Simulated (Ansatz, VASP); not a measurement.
**One calculation of Te2Mo, two programs**

```
Te Mo
1.0
     3.41494    0.00000    0.00000
    -1.70747    2.95742    0.00000
     0.00000    0.00000   18.98466
Te Mo
2 1
Direct
  0.33333 0.66667 0.89680
  0.33333 0.66667 0.10320
  0.00000 0.00000 0.00000
```

Alike in both runs: task single point; functional PBE; k mesh 12 × 12 × 2; occupations gaussian, width 0.05 eV; no spin polarisation.

|  | VASP | Ansatz |
| --- | --- | --- |
| version | VASP 6.6.1 | Ansatz 0.2.0 |
| potentials or method | VASP PAW PBE potentials, release 64 (Te, Mo_sv), cutoff 520 eV | scalar-relativistic, plane waves, PAW |
| valence electrons in the cell | 26 | 46 |

Ansatz gave:

```
gap on the k mesh at the Fermi level (eV) : 0.73
least direct gap on the mesh (eV)         : 1.18
rms of the force components (eV/Å)        : 0.530
```

Problem. What did VASP give for the same quantities?

Solution. gap on the k mesh at the Fermi level (eV): 0.73; least direct gap on the mesh (eV): 1.18; rms of the force components (eV/Å): 0.527.

Atom by atom the forces differ by 0.004 eV/Å (rms over components). The functional is the same, so the differences come from potentials, cutoffs and numerics. VASP's potentials hold 26 valence electrons a cell and Ansatz's 46, so a difference there can come from the potentials and not from the codes.

Spin-orbit coupling is off throughout.
